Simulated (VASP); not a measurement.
Set up this calculation in VASP 6.6.1, as the native input.

```
Task                   : single point
Functional             : PBE
Dispersion             : D3(BJ)
Potentials or basis    : VASP PAW PBE potentials, release 64 (W_sv, S)
Cutoff                 : 520 eV
k mesh                 : 12 × 12 × 12
Occupations            : gaussian, width 0.05 eV
Spin                   : no spin polarisation
Dipole correction      : no
Further INCAR settings : ALGO = Normal; EDIFF = 1e-06; NBANDS = 20
```

The structure of WS2 lies in POSCAR:

```
WS2
1.0
    1.5312500000      0.8840675997      6.6193666667
   -1.5312500000      0.8840675997      6.6193666667
    0.0000000000     -1.7681351994      6.6193666667
W S
1 2
Direct
    0.9993440419      0.9993440419      0.9993440419
    0.7527816504      0.7527816504      0.7527816504
    0.5791743077      0.5791743077      0.5791743077
```

The input as run:

INCAR

```
SYSTEM = WS2
  PREC = Accurate
  ENCUT = 520
  EDIFF = 1E-6
  ISMEAR = 0
  SIGMA = 0.05
  LREAL = .FALSE.
  LASPH = .TRUE.
  NELM = 60
  ALGO = Normal
  ISIF = 2
  LWAVE = .FALSE.
  LCHARG = .FALSE.
  GGA = PE
  IVDW = 12
  NBANDS = 20
```

KPOINTS

```
regular mesh
0
G
  12 12 12
  0 0 0
```

Potentials or basis: VASP PAW PBE potentials, release 64 (W_sv, S).

Launch:

```console
$ cat potpaw_PBE.64/W_sv/POTCAR potpaw_PBE.64/S/POTCAR > POTCAR
$ mpirun -np 1 vasp_std > vasp.out
```

It gave:

| Property | Result |
| --- | --- |
| Pressure | -5.6 GPa |
| Largest force | 1.932 eV/Å |
| Band gap on the k mesh | 1.05 eV (least direct gap 1.84 eV) |
| Dispersion energy per atom | -0.422 eV |

Caveat: the cell stands under tension; spin-orbit coupling is left out, which moves the levels of the heavy elements; forces of over 1 eV/Å act on the atoms, so gaps and moduli don't describe the material at rest.

It took 6.4 min on 1 thread of AMD EPYC 9R45 (Zen 5) (shared host), peak memory 0.45 GiB.
